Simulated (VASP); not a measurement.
Write the native input for VASP 6.6.1 that does the following.

| Quantity | Value |
| --- | --- |
| Task | single point |
| Functional | r2SCAN |
| Potentials or basis | VASP PAW PBE potentials, release 64 (Sn_d, O) |
| Cutoff | 520 eV |
| k mesh | 6 × 6 × 8 |
| Occupations | gaussian, width 0.02 eV |
| Spin | no spin polarisation |
| Dipole correction | no |
| Further INCAR settings | ALGO = Normal; EDIFF = 1e-06; NBANDS = 35 |

Crystal: SnO2.

```
Sn O
1.0
     4.86339    0.00000    0.00000
     0.00000    4.86339    0.00000
     0.00000    0.00000    3.00867
Sn O
2 4
Direct
  0.50000 0.50000 0.50000
  0.00000 0.00000 0.00000
  0.30339 0.30339 0.00000
  0.80339 0.19661 0.50000
  0.19661 0.80339 0.50000
  0.69661 0.69661 0.00000
```

This cell differs from its parent crystal: uniaxial strain along c: -6.0 %, then relaxed in part.

The input as run:

POSCAR

```
SnO2
1.0
    4.8633872245      0.0000000000      0.0000000000
    0.0000000000      4.8633872245      0.0000000000
    0.0000000000      0.0000000000      3.0086681101
Sn O
2 4
Direct
    0.5000000000      0.5000000000      0.5000000000
    0.0000000000      0.0000000000      0.0000000000
    0.3033925298      0.3033925298      0.0000000000
    0.8033925298      0.1966074702      0.5000000000
    0.1966074702      0.8033925298      0.5000000000
    0.6966074702      0.6966074702      0.0000000000
```

INCAR.step1

```
PREC = Accurate
ENCUT = 520
ISMEAR = 0
SIGMA = 0.02
LREAL = F
LASPH = T
NELM = 80
NBANDS = 35
GGA = PE
ALGO = Normal
EDIFF = 1E-4
LWAVE = T
LCHARG = F
```

INCAR.step2

```
PREC = Accurate
ENCUT = 520
EDIFF = 1E-6
ISMEAR = 0
SIGMA = 0.02
LREAL = F
LASPH = T
NELM = 80
ALGO = Normal
ISIF = 2
LWAVE = F
LCHARG = T
METAGGA = R2SCAN
LMIXTAU = T
LELF = T
LVHAR = T
NBANDS = 35
ISTART = 1
```

KPOINTS

```
regular mesh
0
Gamma
  6 6 8
```

Potentials or basis: VASP PAW PBE potentials, release 64 (Sn_d, O).

Run with:

```bash
$ cat potpaw_PBE.64/Sn_d/POTCAR potpaw_PBE.64/O/POTCAR > POTCAR
$ cp INCAR.step1 INCAR
$ mpirun -np 1 vasp_std > vasp.out
$ cp INCAR.step2 INCAR
$ mpirun -np 1 vasp_std > vasp.out
```

It gave:

```
Pressure               : 9.0 GPa
Largest force          : 0.070 eV/Å
Band gap on the k mesh : 2.19 eV
```

Caveat: the cell differs from its parent crystal (uniaxial strain along c: -6.0 %, then relaxed in part); the stress differs along the axes, from 1 to 25 GPa; the PAW data sets were made with another functional, which shifts forces and pressure a little; spin-orbit coupling is left out, which moves the levels of the heavy elements.

It took 6.7 min on 1 thread of Intel Xeon 8259CL, with other jobs on the host, peak memory 0.24 GiB.
